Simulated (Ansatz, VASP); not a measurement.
# Two plane-wave programs on NiGe3

INCAR

```
  PREC = Accurate
  ENCUT = 520
  EDIFF = 1E-6
  ISMEAR = 0
  SIGMA = 0.1
  LREAL = False
  LASPH = True
  NELM = 150
  ALGO = Normal
  ISIF = 2
  LWAVE = False
  LCHARG = True
  ISPIN = 2
  MAGMOM = 0 0 0 1
  LORBIT = 11
  LMAXMIX = 4
  GGA = PS
  LELF = True
  LVHAR = True
  NBANDS = 38
```

The input KPOINTS:

```
regular mesh
0
Gamma
  6 6 6
```

POSCAR

```
NiGe3
1.0
    3.8245629210      0.0000000000      0.0000000000
    0.0000000000      3.8245629210      0.0000000000
    0.0000000000      0.0000000000      3.8245629210
Ge Ni
3 1
Direct
    0.0000000000      0.5000000000      0.5000000000
    0.5000000000      0.0000000000      0.5000000000
    0.5000000000      0.5000000000      0.0000000000
    0.0000000000      0.0000000000      0.0000000000
```

Input for Ansatz:

```yaml
crystal:
  lattice:
    - [3.824562921, 0.0, 0.0]
    - [0.0, 3.824562921, 0.0]
    - [0.0, 0.0, 3.824562921]
  atoms:
    - { symbol: Ge, position: [0.0, 0.5, 0.5] }
    - { symbol: Ge, position: [0.5, 0.0, 0.5] }
    - { symbol: Ge, position: [0.5, 0.5, 0.0] }
    - { symbol: Ni, position: [0.0, 0.0, 0.0], spin: 1.0 }
basis:
  ecutwfc: 420
kpoints:
  mp_grid: { grid: [6, 6, 6] }
hamiltonian:
  xc: pbesol
scf:
  occupations: { method: gaussian, width: 0.1 }
  lower_state_search: "off"
output:
  forces: true
  stress: true
  eigenvalues: true
  populations: true
magnetization:
  spin_polarized: true
```

Alike in both runs: task single point; functional PBEsol; k mesh 6 × 6 × 6; occupations gaussian, width 0.1 eV; collinear spin.

|  | VASP | Ansatz |
| --- | --- | --- |
| version | VASP 6.6.1 | Ansatz 0.2.0 |
| potentials or method | VASP PAW PBE potentials, release 64 (Ge_d, Ni), cutoff 520 eV | scalar-relativistic, plane waves, PAW |
| valence electrons in the cell | 52 | 60 |

VASP gave:

```
gap on the k mesh at the Fermi level (eV) : none
pressure (GPa)                            : 13.9
net moment per atom (μB)                  : 0.00
```

Question: What did Ansatz give for the same quantities?

Answer: gap on the k mesh at the Fermi level (eV): none; pressure (GPa): 13.7; net moment per atom (μB): 0.00.

VASP's potentials were made for PBE, not for PBEsol. A gap of «none» marks a metal or a gap that the smearing closes. VASP's potentials hold 52 valence electrons a cell and Ansatz's 60, so a difference there can come from the potentials and not from the codes. Ansatz's warnings: seeded moment not kept.
